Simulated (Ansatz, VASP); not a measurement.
## Two plane-wave programs on ZnS

INCAR

```
  PREC = Accurate
  ENCUT = 520
  EDIFF = 1E-7
  ISMEAR = -1
  SIGMA = 0.02
  LREAL = False
  LASPH = True
  NELM = 100
  ALGO = Normal
  ISIF = 2
  LWAVE = False
  LCHARG = False
  NBANDS = 16
```

KPOINTS

```
regular mesh
0
Gamma
  8 8 8
```

Contents of POSCAR:

```
ZnS
1.0
    0.0000000000      2.5310224672      2.5310224672
    2.5310224672      0.0000000000      2.5310224672
    2.5310224672      2.5310224672      0.0000000000
Zn S
1 1
Direct
    0.0000000000      0.0000000000      0.0000000000
    0.5000000000      0.5000000000      0.5000000000
```

Input for Ansatz:

```yaml
crystal:
  lattice:
    - [0.0, 2.5310224672, 2.5310224672]
    - [2.5310224672, 0.0, 2.5310224672]
    - [2.5310224672, 2.5310224672, 0.0]
  atoms:
    - { symbol: Zn, position: [0.0, 0.0, 0.0] }
    - { symbol: S, position: [0.5, 0.5, 0.5] }
kpoints:
  mp_grid: { grid: [8, 8, 8] }
  band_path:
    path:
      - [0.0, 0.0, 0.0]
      - [0.5, 0.0, 0.5]
      - [0.625, 0.25, 0.625]
      - [0.375, 0.375, 0.75]
      - [0.5, 0.5, 0.5]
      - [0.5, 0.25, 0.75]
      - [0.1875, 0.1875, 0.375]
    npoints: 1
hamiltonian:
  xc: lda
scf:
  occupations: { method: fermi_dirac, width: 0.02 }
  n_extra_bands: 4
output:
  forces: true
  stress: true
  eigenvalues: true
```

Alike in both runs: task single point; functional LDA; k mesh 8 × 8 × 8; occupations fermi-dirac, width 0.02 eV; no spin polarisation.

```csv
,VASP,Ansatz
version,VASP 6.6.1,Ansatz 0.2.0
potentials or method,"VASP PAW LDA potentials, release 64 (Zn, S)","plane waves, PAW"
plane-wave cutoff (eV),520,420
valence electrons in the cell,18,18
```

Ansatz gave:

| Property | Result |
| --- | --- |
| pressure (GPa) | -5.4 |

Task: Which values does VASP return?

Result: Pressure (GPa): -5.1.

LDA's correlation is that of Perdew and Zunger in VASP and of Perdew and Wang (1992) in Ansatz.
